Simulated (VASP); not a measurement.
# MgO (Cmc2_1) in VASP: further runs

The runs below take MgO through single point, with PBEsol.

Everything below comes from runs of VASP 6.6.1. Logs are shortened: lines on timing, memory, paths and dates and some standing lists are left out, and cuts for length are marked.

## (1) The cell of the first run

It takes space group Cmc2_1 (No. 36, orthorhombic). Conventional cell: a = 3.495 Å, b = 6.053 Å, c = 4.195 Å, α = 90.00°, β = 90.00°, γ = 90.00°. Mg (site symmetry m) has 5 O at 1.96 to 2.13 Å within 2.6 Å. Within 2.6 Å of O (site symmetry m) lie 5 Mg at 1.96 to 2.13 Å.

## (2) Single point, PBEsol (atoms displaced along a vibrational mode)

INCAR

```
SYSTEM = MgO
  ALGO = Normal
  EDIFF = 1E-6
  ENCUT = 520
  GGA = PS
  ISIF = 2
  ISMEAR = 0
  LASPH = .True.
  LCHARG = .True.
  LELF = .True.
  LREAL = .False.
  LVHAR = .True.
  LWAVE = .False.
  NBANDS = 26
  NELM = 100
  PREC = Accurate
  SIGMA = 0.05
```

KPOINTS

```
k-points
0
Gamma
  8 8 8
  0 0 0
```

POSCAR

```
MgO
1.0
    3.4947663887      0.0000000000      0.0000000000
    1.7473831944     -3.0265564729     -4.1947132255
    1.7473831943      3.0265564729     -4.1947132255
Mg O
4 4
Direct
    0.8767497250      0.4598662001      0.7866343498
    0.3767497250      0.9598662001      0.2866343498
    0.1267497250      0.5366343498      0.2098662001
    0.6267497250      0.0366343498      0.7098662001
    0.6223418922      0.7177648155      0.0375514002
    0.1223418922      0.2177648155      0.5375514002
    0.3723418922      0.2875514002      0.9677648155
    0.8723418922      0.7875514002      0.4677648155
```

Potentials or basis: VASP PAW PBE potentials, release 64 (Mg, O).

Launch:

```sh
$ cat potpaw_PBE.64/Mg/POTCAR potpaw_PBE.64/O/POTCAR > POTCAR
$ mpirun -np 1 vasp_std > vasp.out
```

OUTCAR:

```text
SYSTEM = MgO
   EDIFF = 1E-6
   ENCUT = 520
   GGA = PS
   ISIF = 2
   ISMEAR = 0
   LASPH = .True.
   LREAL = .False.
   NELM = 100
   PREC = Accurate

 ion  position               nearest neighbor table
   1  0.877  0.460  0.787-   8 1.96   7 2.05   7 2.05   6 2.06   5 2.13   3 2.88   4 2.88   4 2.92
                             3 2.92   3 2.92   4 2.92   2 3.49   2 3.49   2 3.49   2 3.49
   2  0.377  0.960  0.287-   7 1.96   8 2.05   8 2.05   5 2.06   6 2.13   4 2.88   3 2.88   3 2.92
                             4 2.92   4 2.92   3 2.92   1 3.49   1 3.49   1 3.49   1 3.49
   3  0.127  0.537  0.210-   6 1.96   5 2.05   5 2.05   7 2.06   8 2.13   2 2.88   1 2.88   2 2.92
                             1 2.92   1 2.92   2 2.92   4 3.49   4 3.49   4 3.49   4 3.49
   4  0.627  0.037  0.710-   5 1.96   6 2.05   6 2.05   8 2.06   7 2.13   1 2.88   2 2.88   1 2.92
                             2 2.92   2 2.92   1 2.92   3 3.49   3 3.49   3 3.49   3 3.49
   5  0.622  0.718  0.038-   4 1.96   3 2.05   3 2.05   2 2.06   1 2.13
   6  0.122  0.218  0.538-   3 1.96   4 2.05   4 2.05   1 2.06   2 2.13
   7  0.372  0.288  0.968-   2 1.96   1 2.05   1 2.05   3 2.06   4 2.13
   8  0.872  0.788  0.468-   1 1.96   2 2.05   2 2.05   4 2.06   3 2.13

  LATTYP: Found a body centered orthorhombic cell.
 ALAT       =     3.4947663887
 B/A-ratio  =     1.7320508076
 C/A-ratio  =     2.4005685983

  Lattice vectors:

 A1 = (  -1.7473831944,   3.0265564729,   4.1947132255)
 A2 = (   1.7473831944,  -3.0265564729,   4.1947132255)
 A3 = (   1.7473831943,   3.0265564729,  -4.1947132255)

Analysis of symmetry for initial positions (statically):
=====================================================================
 Subroutine PRICEL returns following result:

  LATTYP: Found a hexagonal cell.
 ALAT       =     3.4947663887
 C/A-ratio  =     1.2002842991

  Lattice vectors:

 A1 = (   1.7473831943,   3.0265564729,   0.0000000000)
 A2 = (   1.7473831944,  -3.0265564729,   0.0000000000)
 A3 = (   0.0000000000,   0.0000000000,  -4.1947132255)

   2 primitive cells build up your supercell.

 Routine SETGRP: Setting up the symmetry group for a
 body centered orthorhombic supercell.

 Subroutine GETGRP returns: Found  4 space group operations
 (whereof  2 operations were pure point group operations)
 out of a pool of  8 trial point group operations.

The static configuration has the point symmetry C_1h.
 The point group associated with its full space group is C_2v.

Analysis of symmetry for dynamics (positions and initial velocities):
=====================================================================
 Subroutine PRICEL returns following result:

  LATTYP: Found a hexagonal cell.
 ALAT       =     3.4947663887
 C/A-ratio  =     1.2002842991

  Lattice vectors:

 A1 = (   1.7473831943,   3.0265564729,   0.0000000000)
 A2 = (   1.7473831944,  -3.0265564729,   0.0000000000)
 A3 = (   0.0000000000,   0.0000000000,  -4.1947132255)

   2 primitive cells build up your supercell.

 Routine SETGRP: Setting up the symmetry group for a
 body centered orthorhombic supercell.

 Subroutine GETGRP returns: Found  4 space group operations
 (whereof  2 operations were pure point group operations)
 out of a pool of  8 trial point group operations.

The dynamic configuration has the point symmetry C_1h.
 The point group associated with its full space group is C_2v.

 Subroutine INISYM returns: Found  4 space group operations
 (whereof  2 operations are pure point group operations),
 and found     2 'primitive' translations

----------------------------------------------------------------------------------------

                                     Primitive cell

  volume of cell :      44.3679

  direct lattice vectors                    reciprocal lattice vectors
     1.747383194  3.026556473  0.000000000     0.286142159  0.165204253  0.000000000
     1.747383194 -3.026556473  0.000000000     0.286142159 -0.165204253  0.000000000
     0.000000000  0.000000000 -4.194713226     0.000000000  0.000000000 -0.238395320

  length of vectors
     3.494766389  3.494766389  4.194713226     0.330408505  0.330408505  0.238395320

  position of ions in fractional coordinates (direct lattice)
     0.663384075  0.336615925  0.246500550
     0.336615925  0.663384075  0.746500550
     0.659893292  0.340106708  0.755316216
     0.340106708  0.659893292  0.255316216

  ion indices of the primitive-cell ions
   primitive index   ion index
                 1           1
                 2           3
                 3           6
                 4           8

----------------------------------------------------------------------------------------

 KPOINTS: k-points

Automatic generation of k-mesh.
 Grid dimensions read from file:
 generate k-points for:    8    8    8

 Generating k-lattice:

  Cartesian coordinates                     Fractional coordinates (reciprocal lattice)
     0.035767770  0.000000000  0.014899707     0.125000000 -0.000000000  0.000000000
     0.000000000 -0.020650532 -0.014899707     0.000000000  0.125000000 -0.000000000
     0.000000000  0.020650532 -0.014899707     0.000000000 -0.000000000  0.125000000

  Length of vectors
     0.038747060  0.025464598  0.025464598

  Shift w.r.t. Gamma in fractional coordinates (k-lattice)
     0.000000000  0.000000000  0.000000000

 Subroutine IBZKPT returns following result:
 ===========================================

 Found     95 irreducible k-points:

 Following reciprocal coordinates:
            Coordinates               Weight
  0.000000  0.000000  0.000000      1.000000
  0.125000  0.000000  0.000000      4.000000
  0.250000  0.000000  0.000000      4.000000
  0.375000 -0.000000  0.000000      4.000000
  0.500000  0.000000  0.000000      2.000000
  0.000000  0.125000 -0.000000      4.000000
[... 16 lines left out ...]
  0.125000  0.375000  0.000000      8.000000
  0.250000  0.375000  0.000000      8.000000
 [... further k-points ...]
   k-points           NKPTS =     95   k-points in BZ     NKDIM =     95   number of bands    NBANDS=     26
   number of dos      NEDOS =    301   number of ions     NIONS =      8
   total plane-waves  NPLWV =  49392
   dimension x,y,z NGX =    28 NGY =   42 NGZ =   42
   dimension x,y,z NGXF=    56 NGYF=   84 NGZF=   84
   ions per type =               4   4
   NGX,Y,Z   is equivalent  to a cutoff of  13.32, 12.79, 12.79 a.u.
   NGXF,Y,Z  is equivalent  to a cutoff of  26.64, 25.58, 25.58 a.u.
 SYSTEM =  MgO
   PREC   = accura    normal or accurate (medium, high low for compatibility)
   ISTART =      0    job   : 0-new  1-cont  2-samecut
   ICHARG =      2    charge: 1-file 2-atom 10-const
   ISPIN  =      1    spin polarized calculation?
   LNONCOLLINEAR =      F non collinear calculations
   LSORBIT =      F    spin-orbit coupling
   LASPH  =      T    aspherical Exc in radial PAW
   ENCUT  =  520.0 eV  38.22 Ry    6.18 a.u.   6.50 10.15 10.15*2*pi/ulx,y,z
   NELM   =    100;   NELMIN=  2; NELMDL= -5     # of ELM steps
   EDIFF  = 0.1E-05   stopping-criterion for ELM
   LREAL  =      F    real-space projection
   EDIFFG = 0.1E-04   stopping-criterion for IOM
   NSW    =      0    number of steps for IOM
   IBRION =     -1    ionic relax: 0-MD 1-quasi-New 2-CG
   NFREE  =      0    steps in history (QN), initial steepest desc. (CG)
   ISIF   =      2    stress and relaxation
   ISYM   =      2    0-nonsym 1-usesym 2-fastsym
   POTIM  = 0.5000    time-step for ionic-motion
   TEBEG  =    0.0;   TEEND  =   0.0 temperature during run
   PSTRESS=    0.0 pullay stress
   NELECT =      32.0000    total number of electrons
   NUPDOWN=      -1.0000    fix difference up-down
   EMIN   =  10.00;   EMAX   =-10.00  energy-range for DOS
   EFERMI =   0.00;   METHOD = LEGACY
   ISMEAR =     0;   SIGMA  =   0.05  broadening in eV -4-tet -1-fermi 0-gaus
   EFERMI_NEDOS =   21; number of points for ismear=-14 and -15
   IALGO  =     38    algorithm
   IMIX   =      4    mixing-type and parameters
     AMIX     =   0.40;   BMIX     =  1.00
     AMIX_MAG =   1.60;   BMIX_MAG =  1.00
  volume/ion in A,a.u.               =      11.09        74.85
  Fermi-wavevector in a.u.,A,eV,Ry     =   1.165266  2.202034 18.474602  1.357845
  Thomas-Fermi vector in A             =   2.301794
   LORBIT       =      0    0 simple, 1 ext, 2 COOP (PROOUT), +10 PAW based schemes
   GGA     = PS    functional components
   LHFCALC =     F    Hartree Fock is set to
   AEXX    =    0.0000 exact exchange contribution
   IVDW    =     0    specifies the selected vdW correction
   LEPSILON=     F    determine dielectric tensor
   LRPA    =     F    only Hartree local field effects (RPA)
 non-spin polarized calculation
 Gauss-broadening in eV      SIGMA  =   0.05
  energy-cutoff  :      520.00
  volume of cell :       88.74
 maximum number of plane-waves:      2418
 NGX is ok and might be reduce to    28
   NGX = 13   NGY = 21   NGZ = 21

 number of electron      32.0000001 magnetization

 Free energy of the ion-electron system (eV)
  ---------------------------------------------------
  ext. energy  EPLUGINS =         0.00000000
  ---------------------------------------------------
  free energy    TOTEN  =       -49.43172385 eV

  energy without entropy =      -49.43172385  energy(sigma->0) =      -49.43172385

 E-fermi :   2.0622     XC(G=0): -10.2723

 val. band max:        1.8289706907   @ k =   0.0000   0.0000   0.0000
 cond. band min:       5.0892559981   @ k =   0.0000   0.0000   0.0000
 fundamental gap:      3.2602853074
 Fermi energy:         2.0621649007

 k-point     1 :       0.0000    0.0000    0.0000
  band No.  band energies     occupation
      1     -15.0088      2.00000
      2     -14.0151      2.00000
      3     -14.0151      2.00000
      4     -13.6010      2.00000
      5      -2.1366      2.00000
      6      -2.1366      2.00000
[... 18 lines left out ...]
     25      14.4034      0.00000
     26      15.7370      0.00000
[... 644 lines left out ...]
      4     -13.6939      2.00000
      5      -1.8540      2.00000
      6      -1.7248      2.00000
[... 18 lines left out ...]
     25      14.8658      0.00000
     26      15.1376      0.00000

 [... further k-points ...]

------------------------ aborting loop because EDIFF is reached ----------------------------------------

  FORCE on cell =-STRESS in cart. coord.  units (eV):
  Direction    XX          YY          ZZ          XY          YZ          ZX
  --------------------------------------------------------------------------------------
  -------------------------------------------------------------------------------------
  Total       -2.1165493      2.2139909     -0.0096898     -0.0000000      0.0000000      0.0000000
  in kB      -38.2155188     39.9748830     -0.1749542     -0.0000000      0.0000000      0.0000000
  external PRESSURE =       0.5281367 kB  Pullay stress =       0.0000000 kB

 VOLUME and BASIS-vectors are now :
 -----------------------------------------------------------------------------
  energy-cutoff  :      520.00
  volume of cell :       88.74
      direct lattice vectors                 reciprocal lattice vectors
     3.494766389  0.000000000  0.000000000     0.286142159  0.000000000  0.119197660
     1.747383194 -3.026556473 -4.194713226     0.000000000 -0.165204253 -0.119197660
     1.747383194  3.026556473 -4.194713226     0.000000000  0.165204253 -0.119197660

 POSITION                                       TOTAL-FORCE (eV/Angst)
 -----------------------------------------------------------------------------------
      5.24215      0.98898     -5.22871        -0.000000      0.509232     -0.184301
      3.49477     -2.03757     -5.22871        -0.000000      0.509232     -0.184301
      1.74738     -0.98898     -3.13136         0.000000     -0.509232     -0.184301
      3.49477      2.03757     -3.13136         0.000000     -0.509232     -0.184301
      3.49477     -2.05870     -3.16833        -0.000000      0.675499      0.184301
      1.74738      0.96785     -3.16833        -0.000000      0.675499      0.184301
      3.49477      2.05870     -5.26569         0.000000     -0.675499      0.184301
      5.24215     -0.96785     -5.26569         0.000000     -0.675499      0.184301
 -----------------------------------------------------------------------------------
    total drift:                                0.000109     -0.000000      0.001266

  FREE ENERGIE OF THE ION-ELECTRON SYSTEM (eV)
  ---------------------------------------------------
  free  energy   TOTEN  =       -49.4317238458 eV

  energy  without entropy=      -49.4317238458  energy(sigma->0) =      -49.43172385
```

It took 5.4 min on 1 thread of AMD EPYC 7R13, shared host; peak memory 0.3 GiB.

Results:

```
Free energy            : -49.4317 eV
Pressure               : 0.1 GPa
Largest force          : 0.700 eV/Å
Band gap on the k mesh : 3.26 eV
```

Forces in eV/Å, atoms in the order of the input:
```
Mg   0.000  0.509 -0.184
Mg   0.000  0.509 -0.184
Mg   0.000 -0.509 -0.184
Mg   0.000 -0.509 -0.184
O    0.000  0.675  0.184
O    0.000  0.675  0.184
O    0.000 -0.675  0.184
O    0.000 -0.675  0.184
```

Stress tensor (GPa, compression positive):
```
-3.82  0.00  0.00
 0.00  4.00  0.00
 0.00  0.00 -0.02
```

Levels at points of the mesh, in eV from the valence-band top:
| k point | band 13 | band 14 | band 15 | band 16 | band 17 | band 18 | band 19 | band 20 |
| --- | --- | --- | --- | --- | --- | --- | --- | --- |
| (0.00, 0.00, 0.00) | -0.78 | -0.74 | -0.74 | 0.00 | 3.26 | 7.04 | 7.04 | 9.30 |
| (0.50, 0.00, 0.00) | -1.25 | -1.25 | -0.55 | -0.55 | 7.04 | 7.04 | 8.48 | 8.48 |
| (0.00, 0.50, 0.00) | -0.85 | -0.85 | -0.44 | -0.44 | 5.53 | 5.53 | 8.63 | 8.63 |
| (0.50, 0.50, 0.00) | -1.22 | -0.87 | -0.87 | -0.55 | 6.92 | 7.19 | 7.19 | 8.92 |
| (0.00, 0.50, 0.50) | -1.34 | -1.25 | -1.25 | -0.49 | 6.29 | 6.29 | 6.63 | 8.84 |

Caveat: the cell differs from its parent crystal (atoms displaced along a vibrational mode); the PAW data sets were made with another functional, which shifts forces and pressure a little.

## (3) Single point, PBEsol (atoms displaced along a vibrational mode)

INCAR

```
PREC = Accurate
ENCUT = 520
EDIFF = 1E-6
ISMEAR = 0
SIGMA = 0.05
LREAL = F
LASPH = T
NELM = 100
ALGO = Normal
ISIF = 2
LWAVE = F
LCHARG = T
GGA = PS
LELF = T
LVHAR = T
NBANDS = 26
```

KPOINTS

```
regular mesh
0
Gamma
  8 8 8
```

POSCAR

```
MgO
1.0
    3.4947663887      0.0000000000      0.0000000000
    1.7473831944     -3.0265564729     -4.1947132255
    1.7473831943      3.0265564729     -4.1947132255
Mg O
4 4
Direct
    0.8767497250      0.4631487920      0.7833517579
    0.3767497250      0.9631487920      0.2833517579
    0.1267497250      0.5333517579      0.2131487920
    0.6267497250      0.0333517579      0.7131487920
    0.6223418922      0.7245381898      0.0307780258
    0.1223418922      0.2245381898      0.5307780258
    0.3723418922      0.2807780258      0.9745381898
    0.8723418922      0.7807780258      0.4745381898
```

Potentials or basis: VASP PAW PBE potentials, release 64 (Mg, O).

Launch:

```sh
$ cat potpaw_PBE.64/Mg/POTCAR potpaw_PBE.64/O/POTCAR > POTCAR
$ mpirun -np 1 vasp_std > vasp.out
```

Run time: 5.9 min. Hardware: 1 thread of AMD EPYC 7R13, shared host; peak memory 0.3 GiB.

The run converged. Its results:

* Free energy: -49.1885 eV
* Pressure: 1.3 GPa
* Largest force: 1.532 eV/Å
* Band gap on the k mesh: 3.23 eV

Forces on the atoms (eV/Å):
```
Mg   0.000  1.175 -0.176
Mg   0.000  1.175 -0.176
Mg   0.000 -1.175 -0.176
Mg   0.000 -1.175 -0.176
O    0.000  1.522  0.176
O    0.000  1.522  0.176
O    0.000 -1.522  0.176
O    0.000 -1.522  0.176
```

Stress tensor (GPa, compression positive):
```
-6.58  0.00  0.00
 0.00 10.37  0.00
 0.00  0.00  0.18
```

Levels at points of the mesh, in eV from the valence-band top:
| k point | band 12 | band 13 | band 14 | band 15 | band 16 | band 17 | band 18 | band 19 | band 20 | band 21 |
| --- | --- | --- | --- | --- | --- | --- | --- | --- | --- | --- |
| (0.00, 0.00, 0.00) | -0.89 | -0.77 | -0.67 | -0.67 | 0.00 | 3.23 | 6.93 | 6.93 | 9.28 | 11.22 |
| (0.50, 0.00, 0.00) | -1.42 | -1.28 | -1.28 | -0.55 | -0.55 | 7.11 | 7.11 | 8.39 | 8.39 | 10.41 |
| (0.00, 0.50, 0.00) | -1.72 | -0.84 | -0.84 | -0.44 | -0.44 | 5.42 | 5.42 | 8.62 | 8.62 | 10.59 |
| (0.50, 0.50, 0.00) | -1.61 | -1.13 | -0.92 | -0.92 | -0.60 | 7.02 | 7.22 | 7.22 | 8.86 | 9.36 |
| (0.00, 0.50, 0.50) | -1.39 | -1.39 | -1.22 | -1.22 | -0.47 | 6.24 | 6.24 | 6.43 | 8.75 | 10.22 |

Caveat: the cell differs from its parent crystal (atoms displaced along a vibrational mode); the PAW data sets were made with another functional, which shifts forces and pressure a little. A k mesh can miss the band edges.
